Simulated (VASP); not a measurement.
# Pt (Pm-3n) in VASP: notebook

Pt is run at these levels: RPBE; tasks: single point, relaxation of cell and atoms.

Everything below comes from runs of VASP 6.6.1. Logs are shortened: lines on timing, memory, paths and dates and some standing lists are left out, and cuts for length are marked.

## Step 1: The cell of the first run

Symmetry: Pm-3n, No. 223, cubic system. Conventional cell: a = 5.097 Å, b = 5.097 Å, c = 5.097 Å, α = 90.00°, β = 90.00°, γ = 90.00°. Pt (site symmetry m-3) has 12 Pt at 2.85 Å within 3.8 Å. Within 3.4 Å of Pt (site symmetry -4m2) lie 14 Pt at 2.55 to 3.12 Å.

## Step 2: Single point, RPBE

Contents of INCAR:

```
SYSTEM = Pt
PREC     = Accurate       ! precision mode
ENCUT    = 520            ! plane-wave cutoff, eV
EDIFF    = 1E-6           ! SCF threshold, eV
ISMEAR   = -1             ! smearing method
SIGMA    = 0.1            ! smearing width, eV
LREAL    = .False.        ! projectors in reciprocal space
LASPH    = .True.         ! aspherical terms in the spheres
NELM     = 60             ! most SCF steps
ALGO     = Normal         ! electronic algorithm
ISIF     = 2              ! what is computed and relaxed
LWAVE    = .False.        ! write WAVECAR
LCHARG   = .False.        ! write CHGCAR
GGA      = RP             ! functional
NBANDS   = 50             ! bands
```

Contents of KPOINTS:

```
regular mesh
0
Gamma
  5 5 5
  0 0 0
```

Contents of POSCAR:

```
Pt
1.0
    5.0972682304      0.0000000000      0.0000000000
    0.0000000000      5.0972682304      0.0000000000
    0.0000000000      0.0000000000      5.0972682304
Pt
8
Direct
    1.0000000000      0.0000000000      0.0000000000
    0.5000000000      0.5000000000      0.5000000000
    0.2500000000      1.0000000000      0.5000000000
    0.7500000000      1.0000000000      0.5000000000
    0.5000000000      0.2500000000      1.0000000000
    0.5000000000      0.7500000000      1.0000000000
    0.0000000000      0.5000000000      0.2500000000
    0.0000000000      0.5000000000      0.7500000000
```

Potentials or basis: VASP PAW PBE potentials, release 64 (Pt).

Run with:

```bash
$ cat potpaw_PBE.64/Pt/POTCAR > POTCAR
$ mpirun -np 1 vasp_std > vasp.out
```

OUTCAR:

```text
SYSTEM = Pt
   PREC = Accurate
   ENCUT = 520
   EDIFF = 1E-6
   ISMEAR = -1
   LREAL = .False.
   LASPH = .True.
   NELM = 60
   ISIF = 2
   GGA = RP

 ion  position               nearest neighbor table
   1  0.000  0.000  0.000-   3 2.85   4 2.85   5 2.85   6 2.85   7 2.85   8 2.85   3 2.85   4 2.85
                             7 2.85   8 2.85   5 2.85   6 2.85
   2  0.500  0.500  0.500-   3 2.85   4 2.85   5 2.85   6 2.85   7 2.85   8 2.85   5 2.85   6 2.85
                             3 2.85   4 2.85   7 2.85   8 2.85
   3  0.250  0.000  0.500-   4 2.55   4 2.55   1 2.85   1 2.85   2 2.85   2 2.85   8 3.12   5 3.12
                             5 3.12   6 3.12   6 3.12   7 3.12   8 3.12   7 3.12
   4  0.750  0.000  0.500-   3 2.55   3 2.55   1 2.85   1 2.85   2 2.85   2 2.85   8 3.12   5 3.12
                             5 3.12   6 3.12   6 3.12   7 3.12   8 3.12   7 3.12
   5  0.500  0.250  0.000-   6 2.55   6 2.55   1 2.85   2 2.85   2 2.85   1 2.85   8 3.12   4 3.12
                             3 3.12   4 3.12   3 3.12   7 3.12   7 3.12   8 3.12
   6  0.500  0.750  0.000-   5 2.55   5 2.55   1 2.85   2 2.85   2 2.85   1 2.85   8 3.12   4 3.12
                             3 3.12   4 3.12   3 3.12   7 3.12   7 3.12   8 3.12
   7  0.000  0.500  0.250-   8 2.55   8 2.55   1 2.85   2 2.85   1 2.85   2 2.85   3 3.12   4 3.12
                             5 3.12   3 3.12   4 3.12   6 3.12   5 3.12   6 3.12
   8  0.000  0.500  0.750-   7 2.55   7 2.55   1 2.85   2 2.85   1 2.85   2 2.85   3 3.12   4 3.12
                             5 3.12   3 3.12   4 3.12   6 3.12   5 3.12   6 3.12

  LATTYP: Found a simple cubic cell.
 ALAT       =     5.0972682304

  Lattice vectors:

 A1 = (   5.0972682304,   0.0000000000,   0.0000000000)
 A2 = (   0.0000000000,   5.0972682304,   0.0000000000)
 A3 = (   0.0000000000,   0.0000000000,   5.0972682304)

Analysis of symmetry for initial positions (statically):
=====================================================================
 Subroutine PRICEL returns:
 Original cell was already a primitive cell.

 Routine SETGRP: Setting up the symmetry group for a
 simple cubic supercell.

 Subroutine GETGRP returns: Found 48 space group operations
 (whereof 24 operations were pure point group operations)
 out of a pool of 48 trial point group operations.

The static configuration has the point symmetry T_h .
 The point group associated with its full space group is O_h .

Analysis of symmetry for dynamics (positions and initial velocities):
=====================================================================
 Subroutine PRICEL returns:
 Original cell was already a primitive cell.

 Routine SETGRP: Setting up the symmetry group for a
 simple cubic supercell.

 Subroutine GETGRP returns: Found 48 space group operations
 (whereof 24 operations were pure point group operations)
 out of a pool of 48 trial point group operations.

The dynamic configuration has the point symmetry T_h .
 The point group associated with its full space group is O_h .

 Subroutine INISYM returns: Found 48 space group operations
 (whereof 24 operations are pure point group operations),
 and found     1 'primitive' translations

----------------------------------------------------------------------------------------

                                     Primitive cell

  volume of cell :     132.4380

  direct lattice vectors                    reciprocal lattice vectors
     5.097268230  0.000000000  0.000000000     0.196183515  0.000000000  0.000000000
     0.000000000  5.097268230  0.000000000     0.000000000  0.196183515  0.000000000
     0.000000000  0.000000000  5.097268230     0.000000000  0.000000000  0.196183515

  length of vectors
     5.097268230  5.097268230  5.097268230     0.196183515  0.196183515  0.196183515

  position of ions in fractional coordinates (direct lattice)
     0.000000000  0.000000000  0.000000000
     0.500000000  0.500000000  0.500000000
     0.250000000  0.000000000  0.500000000
     0.750000000  0.000000000  0.500000000
     0.500000000  0.250000000  0.000000000
     0.500000000  0.750000000  0.000000000
     0.000000000  0.500000000  0.250000000
     0.000000000  0.500000000  0.750000000

  ion indices of the primitive-cell ions
   primitive index   ion index
                 1           1
                 2           2
                 3           3
                 4           4
                 5           5
                 6           6
                 7           7
                 8           8

----------------------------------------------------------------------------------------

 KPOINTS: regular mesh

Automatic generation of k-mesh.
 Grid dimensions read from file:
 generate k-points for:    5    5    5

 Generating k-lattice:

  Cartesian coordinates                     Fractional coordinates (reciprocal lattice)
     0.039236703  0.000000000  0.000000000     0.200000000  0.000000000  0.000000000
     0.000000000  0.039236703  0.000000000     0.000000000  0.200000000  0.000000000
     0.000000000  0.000000000  0.039236703     0.000000000  0.000000000  0.200000000

  Length of vectors
     0.039236703  0.039236703  0.039236703

  Shift w.r.t. Gamma in fractional coordinates (k-lattice)
     0.000000000  0.000000000  0.000000000

 Subroutine IBZKPT returns following result:
 ===========================================

 Found     10 irreducible k-points:

 Following reciprocal coordinates:
            Coordinates               Weight
  0.000000  0.000000  0.000000      1.000000
  0.200000  0.000000  0.000000      6.000000
  0.400000  0.000000  0.000000      6.000000
  0.200000  0.200000  0.000000     12.000000
  0.400000  0.200000  0.000000     24.000000
  0.400000  0.400000  0.000000     12.000000
  0.200000  0.200000  0.200000      8.000000
  0.400000  0.200000  0.200000     24.000000
  0.400000  0.400000  0.200000     24.000000
  0.400000  0.400000  0.400000      8.000000
   k-points           NKPTS =     10   k-points in BZ     NKDIM =     10   number of bands    NBANDS=     50
   number of dos      NEDOS =    301   number of ions     NIONS =      8
   total plane-waves  NPLWV =  64000
   dimension x,y,z NGX =    40 NGY =   40 NGZ =   40
   dimension x,y,z NGXF=    80 NGYF=   80 NGZF=   80
   ions per type =               8
   NGX,Y,Z   is equivalent  to a cutoff of  13.05, 13.05, 13.05 a.u.
   NGXF,Y,Z  is equivalent  to a cutoff of  26.09, 26.09, 26.09 a.u.
 SYSTEM =  Pt
   PREC   = accura    normal or accurate (medium, high low for compatibility)
   ISTART =      0    job   : 0-new  1-cont  2-samecut
   ICHARG =      2    charge: 1-file 2-atom 10-const
   ISPIN  =      1    spin polarized calculation?
   LNONCOLLINEAR =      F non collinear calculations
   LSORBIT =      F    spin-orbit coupling
   LASPH  =      T    aspherical Exc in radial PAW
   ENCUT  =  520.0 eV  38.22 Ry    6.18 a.u.   9.48  9.48  9.48*2*pi/ulx,y,z
   NELM   =     60;   NELMIN=  2; NELMDL= -5     # of ELM steps
   EDIFF  = 0.1E-05   stopping-criterion for ELM
   LREAL  =      F    real-space projection
   EDIFFG = 0.1E-04   stopping-criterion for IOM
   NSW    =      0    number of steps for IOM
   IBRION =     -1    ionic relax: 0-MD 1-quasi-New 2-CG
   NFREE  =      0    steps in history (QN), initial steepest desc. (CG)
   ISIF   =      2    stress and relaxation
   ISYM   =      2    0-nonsym 1-usesym 2-fastsym
   POTIM  = 0.5000    time-step for ionic-motion
   TEBEG  =    0.0;   TEEND  =   0.0 temperature during run
   PSTRESS=    0.0 pullay stress
   NELECT =      80.0000    total number of electrons
   NUPDOWN=      -1.0000    fix difference up-down
   EMIN   =  10.00;   EMAX   =-10.00  energy-range for DOS
   EFERMI =   0.00;   METHOD = LEGACY
   ISMEAR =    -1;   SIGMA  =   0.10  broadening in eV -4-tet -1-fermi 0-gaus
   EFERMI_NEDOS =   21; number of points for ismear=-14 and -15
   IALGO  =     38    algorithm
   IMIX   =      4    mixing-type and parameters
     AMIX     =   0.40;   BMIX     =  1.00
     AMIX_MAG =   1.60;   BMIX_MAG =  1.00
  volume/ion in A,a.u.               =      16.55       111.72
  Fermi-wavevector in a.u.,A,eV,Ry     =   1.383887  2.615167 26.057111  1.915144
  Thomas-Fermi vector in A             =   2.508443
   LORBIT       =      0    0 simple, 1 ext, 2 COOP (PROOUT), +10 PAW based schemes
   GGA     = RP    functional components
   LHFCALC =     F    Hartree Fock is set to
   AEXX    =    0.0000 exact exchange contribution
   IVDW    =     0    specifies the selected vdW correction
   LEPSILON=     F    determine dielectric tensor
   LRPA    =     F    only Hartree local field effects (RPA)
 non-spin polarized calculation
  energy-cutoff  :      520.00
  volume of cell :      132.44
 maximum number of plane-waves:      3587
 NGX is ok and might be reduce to    40
   NGX = 19   NGY = 19   NGZ = 19

 number of electron      79.9999981 magnetization

 Free energy of the ion-electron system (eV)
  ---------------------------------------------------
  ext. energy  EPLUGINS =         0.00000000
  ---------------------------------------------------
  free energy    TOTEN  =       -41.93175983 eV

  energy without entropy =      -41.46182183  energy(sigma->0) =      -41.69679083

 E-fermi :   9.6417     XC(G=0): -12.8452

 val. band max:        9.6328969544   @ k =   0.4000   0.4000   0.0000
 cond. band min:       9.6451782662   @ k =   0.4000   0.4000   0.0000
 fundamental gap:      0.0122813118
 Fermi energy:         9.6417462410

 k-point     1 :       0.0000    0.0000    0.0000
  band No.  band energies     occupation
      1       0.4484      2.00000
      2       2.9818      2.00000
      3       2.9818      2.00000
      4       4.1380      2.00000
      5       4.3024      2.00000
      6       4.4750      2.00000
[... 42 lines left out ...]
     49      16.8313      0.00000
     50      16.8313      0.00000
[... 475 lines left out ...]
     49      18.4168      0.00000
     50      18.8152      0.00000

------------------------ aborting loop because EDIFF is reached ----------------------------------------

  FORCE on cell =-STRESS in cart. coord.  units (eV):
  Direction    XX          YY          ZZ          XY          YZ          ZX
  --------------------------------------------------------------------------------------
  -------------------------------------------------------------------------------------
  Total       -0.4057309     -0.4057309     -0.4057309      0.0000000     -0.0000000      0.0000000
  in kB       -4.9083572     -4.9083572     -4.9083572      0.0000000     -0.0000000      0.0000000
  external PRESSURE =      -4.9083572 kB  Pullay stress =       0.0000000 kB

 VOLUME and BASIS-vectors are now :
 -----------------------------------------------------------------------------
  energy-cutoff  :      520.00
  volume of cell :      132.44
      direct lattice vectors                 reciprocal lattice vectors
     5.097268230  0.000000000  0.000000000     0.196183515  0.000000000  0.000000000
     0.000000000  5.097268230  0.000000000     0.000000000  0.196183515  0.000000000
     0.000000000  0.000000000  5.097268230     0.000000000  0.000000000  0.196183515

 POSITION                                       TOTAL-FORCE (eV/Angst)
 -----------------------------------------------------------------------------------
      0.00000      0.00000      0.00000        -0.000000      0.000000     -0.000000
      2.54863      2.54863      2.54863        -0.000000      0.000000     -0.000000
      1.27432      0.00000      2.54863         0.000000     -0.000000      0.000000
      3.82295      0.00000      2.54863        -0.000000      0.000000     -0.000000
      2.54863      1.27432      0.00000         0.000000     -0.000000      0.000000
      2.54863      3.82295      0.00000        -0.000000      0.000000     -0.000000
      0.00000      2.54863      1.27432         0.000000     -0.000000     -0.000000
      0.00000      2.54863      3.82295        -0.000000      0.000000      0.000000
 -----------------------------------------------------------------------------------
    total drift:                               -0.000000     -0.000000      0.000000

  FREE ENERGIE OF THE ION-ELECTRON SYSTEM (eV)
  ---------------------------------------------------
  free  energy   TOTEN  =       -41.9317598341 eV

  energy  without entropy=      -41.4618218311  energy(sigma->0) =      -41.69679083
```

It took 88 s on 1 thread of Intel Xeon 8259CL, shared host; peak memory 0.25 GiB.

Results:

```yaml
Free_energy: -41.9318 eV
Pressure: -0.5 GPa
Band_gap_on_the_k_mesh: zero (bands 40 and 41 overlap by 0.38 eV)
```

Levels at points of the mesh, in eV from the Fermi level:
| k point | band 38 | band 39 | band 40 | band 41 | band 42 | band 43 |
| --- | --- | --- | --- | --- | --- | --- |
| (0.00, 0.00, 0.00) | -0.20 | 0.15 | 0.15 | 0.15 | 2.29 | 2.29 |

Caveat: the PAW data sets were made with another functional, which shifts forces and pressure a little; spin-orbit coupling is left out, which moves the levels of the heavy elements.

## Step 3: Single point, RPBE

Contents of INCAR:

```
ALGO     = Normal         # electronic algorithm
EDIFF    = 1E-7           # SCF threshold, eV
ENCUT    = 520            # plane-wave cutoff, eV
GGA      = RP             # functional
ISIF     = 2              # what is computed and relaxed
ISMEAR   = -1             # smearing method
LASPH    = True           # aspherical terms in the spheres
LCHARG   = False          # write CHGCAR
LREAL    = False          # projectors in reciprocal space
LWAVE    = False          # write WAVECAR
NBANDS   = 50             # bands
NELM     = 100            # most SCF steps
PREC     = Accurate       # precision mode
SIGMA    = 0.1            # smearing width, eV
```

Contents of KPOINTS:

```
k-points
0
Gamma
  7 7 7
```

POSCAR is that of step 2.

Potentials or basis: VASP PAW PBE potentials, release 64 (Pt).

Run with:

```bash
$ cat potpaw_PBE.64/Pt/POTCAR > POTCAR
$ mpirun -np 1 vasp_std > vasp.out
```

Wall time 2.7 min (1 thread of Intel Xeon 8259CL, shared host); peak memory 0.28 GiB.

Results (log left out):

```yaml
Free_energy: -41.9765 eV
Pressure: -0.6 GPa
Band_gap_on_the_k_mesh: zero (bands 40 and 41 overlap by 0.41 eV)
```

Levels at points of the mesh, in eV from the Fermi level:
```csv
k point,band 37,band 38,band 39,band 40,band 41,band 42,band 43,band 44
"(0.00, 0.00, 0.00)",-0.19,-0.19,0.16,0.16,0.16,2.30,2.30,2.30
```

Caveat: the PAW data sets were made with another functional, which shifts forces and pressure a little; spin-orbit coupling is left out, which moves the levels of the heavy elements.

## Step 4: Relaxation of cell and atoms, RPBE

This run uses another cell than the first one, of 15.09 Å³/atom.

Contents of INCAR:

```
SYSTEM = Pt
  PREC = Accurate
  ENCUT = 600
  EDIFF = 1E-7
  ISMEAR = -1
  SIGMA = 0.1
  LREAL = .FALSE.
  LASPH = .TRUE.
  NELM = 60
  ALGO = Normal
  ISIF = 3
  LWAVE = .FALSE.
  LCHARG = .FALSE.
  GGA = RP
  IBRION = 2
  NSW = 80
  EDIFFG = -0.01
```

Contents of KPOINTS:

```
regular mesh
0
G
  5 5 5
  0 0 0
```

Contents of POSCAR:

```
Pt
1.0
    4.9427962708      0.0000000000      0.0000000000
    0.0000000000      4.9427962708      0.0000000000
    0.0000000000      0.0000000000      4.9427962708
Pt
8
Direct
    0.0000000000      0.0000000000      0.0000000000
    0.5000000000      0.5000000000      0.5000000000
    0.2500000000      0.0000000000      0.5000000000
    0.7500000000      0.0000000000      0.5000000000
    0.5000000000      0.2500000000      0.0000000000
    0.5000000000      0.7500000000      0.0000000000
    0.0000000000      0.5000000000      0.2500000000
    0.0000000000      0.5000000000      0.7500000000
```

Run with:

```bash
$ cat potpaw_PBE.64/Pt/POTCAR > POTCAR
$ mpirun -np 1 vasp_std > vasp.out
```

Run time: 11 min. Hardware: 1 thread of Intel Xeon 8259CL, shared host; peak memory 0.27 GiB.

Results (log left out):

| Quantity | Value |
| --- | --- |
| Free energy | -41.9288 eV |
| Relaxed volume | 16.51 Å³/atom |
| Relaxed cell | a = 5.093 Å, b = 5.093 Å, c = 5.093 Å, α = 90.00°, β = 90.00°, γ = 90.00° |
| Space group after relaxing (to 0.1 Å) | Pm-3n (No. 223) |
| Energy gained by relaxing | 96.5 meV/atom |
| Ionic steps | 17 |
| Pressure after relaxing | 0.1 GPa |
| Band gap on the k mesh | zero (bands 40 and 41 overlap by 0.38 eV) |

Step by step:
| step | energy change (eV) | largest force (eV/Å) | pressure (GPa) | volume (Å³) |
| --- | --- | --- | --- | --- |
| 1 | 0.0000 | 0.0000 | 23.95 | 120.76 |
| 2 | 2.4138 | 0.0000 | -24.44 | 164.65 |
| 3 | -0.7668 | 0.0000 | -1.58 | 133.17 |
| 4 | -0.7719 | 0.0000 | -0.26 | 132.31 |
| 5 | -0.7720 | 0.0000 | 0.12 | 132.07 |
| 6 | -0.7720 | 0.0000 | 0.12 | 132.07 |
| 7 | -0.7720 | 0.0000 | 0.11 | 132.07 |
| 8 | -0.7720 | 0.0000 | 0.11 | 132.07 |
| 9 | -0.7720 | 0.0000 | 0.11 | 132.07 |
| 10 | -0.7720 | 0.0000 | 0.11 | 132.07 |
| 11 | -0.7720 | 0.0000 | 0.11 | 132.07 |
| 12 | -0.7720 | 0.0000 | 0.11 | 132.07 |
| 13 | -0.7720 | 0.0000 | 0.11 | 132.07 |
| 14 | -0.7720 | 0.0000 | 0.11 | 132.08 |
| 15 | -0.7720 | 0.0000 | 0.11 | 132.08 |
| 16 | -0.7720 | 0.0000 | 0.10 | 132.08 |
| 17 | -0.7720 | 0.0000 | 0.09 | 132.09 |

Final structure:
```xyz
8
Lattice="5.0928 0.0000 0.0000 0.0000 5.0928 0.0000 0.0000 0.0000 5.0928" Properties=species:S:1:pos:R:3 pbc="T T T"
Pt    0.0000    0.0000    0.0000
Pt    2.5464    2.5464    2.5464
Pt    1.2732    0.0000    2.5464
Pt    3.8196    0.0000    2.5464
Pt    2.5464    1.2732    0.0000
Pt    2.5464    3.8196    0.0000
Pt    0.0000    2.5464    1.2732
Pt    0.0000    2.5464    3.8196
```

Levels at points of the mesh, in eV from the Fermi level:
| k point | band 37 | band 38 | band 39 | band 40 | band 41 | band 42 | band 43 | band 44 |
| --- | --- | --- | --- | --- | --- | --- | --- | --- |
| (0.00, 0.00, 0.00) | -0.20 | -0.20 | 0.15 | 0.15 | 0.15 | 2.29 | 2.29 | 2.29 |

Caveat: the PAW data sets were made with another functional, which shifts forces and pressure a little; spin-orbit coupling is left out, which moves the levels of the heavy elements.

## Step 5: Summary

| task | cell | k mesh | cutoff (eV) | gap on the mesh (eV) | pressure (GPa) |
| --- | --- | --- | --- | --- | --- |
| single point | a = 5.097 Å, 8 atoms | 5 × 5 × 5 | 520 | none | -0.5 |
| single point | a = 5.097 Å, 8 atoms | 7 × 7 × 7 | 520 | none | -0.6 |
| relaxation of cell and atoms | relaxed from a = 4.943 Å, 8 atoms | 5 × 5 × 5 | 600 | none | 0.1 |

Alike in all rows: level RPBE; potentials or basis VASP PAW PBE potentials, release 64 (Pt); no spin polarisation; smearing fermi-dirac 0.1 eV.

Caveats: the PAW data sets were made with another functional, which shifts forces and pressure a little; spin-orbit coupling is left out, which moves the levels of the heavy elements.

Total energies depend on the potentials used, so only differences within one code and one set of settings carry meaning.
